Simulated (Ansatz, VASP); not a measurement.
Two plane-wave programs on Ga2PN

Contents of INCAR:

```
PREC = Accurate
ENCUT = 520
EDIFF = 1E-6
ISMEAR = -1
SIGMA = 0.02
LREAL = False
LASPH = True
NELM = 80
ALGO = Normal
ISIF = 2
LWAVE = False
LCHARG = False
GGA = PE
NBANDS = 26
```

File KPOINTS:

```
Automatic mesh
0
Gamma
  6 6 4
```

The input POSCAR:

```
Ga2PN
1.0
    3.6017638305      0.0000000000      0.0000000000
    0.0000000000      3.6017638305      0.0000000000
    0.0000000000      0.0000000000      5.0688136507
N Ga P
1 2 1
Direct
    0.0000000000      0.0000000000      0.0000000000
    0.0000000000      0.5000000000      0.7919590277
    0.5000000000      0.0000000000      0.2080409723
    0.5000000000      0.5000000000      0.5000000000
```

Input for Ansatz:

```yaml
crystal:
  lattice:
    - [3.6017638305, 0.0, 0.0]
    - [0.0, 3.6017638305, 0.0]
    - [0.0, 0.0, 5.0688136507]
  atoms:
    - { symbol: "N", position: [0.0, 0.0, 0.0] }
    - { symbol: Ga, position: [0.0, 0.5, 0.7919590277] }
    - { symbol: P, position: [0.5, 0.5, 0.5] }
    - { symbol: Ga, position: [0.5, 0.0, 0.2080409723] }
kpoints:
  mp_grid: { grid: [6, 6, 4] }
hamiltonian:
  xc: pbe
scf:
  occupations: { method: fermi_dirac, width: 0.02 }
  n_extra_bands: 5
output:
  forces: true
  stress: true
  eigenvalues: true
```

Alike in both runs: task single point; functional PBE; k mesh 6 × 6 × 4; occupations fermi-dirac, width 0.02 eV; no spin polarisation.

|  | VASP | Ansatz |
| --- | --- | --- |
| version | VASP 6.6.1 | Ansatz 0.2.0 |
| potentials or method | VASP PAW PBE potentials, release 64 (N, Ga_d, P) | plane waves, PAW |
| plane-wave cutoff (eV) | 520 | 420 |
| valence electrons in the cell | 36 | 36 |

```csv
,VASP,Ansatz,Ansatz less VASP
pressure (GPa),-2.9,-3.0,-0.04
rms of the force components (eV/Å),0.028,0.015,-0.0127
```

With one functional, cell and mesh, what is left measures potentials, basis and numerics.
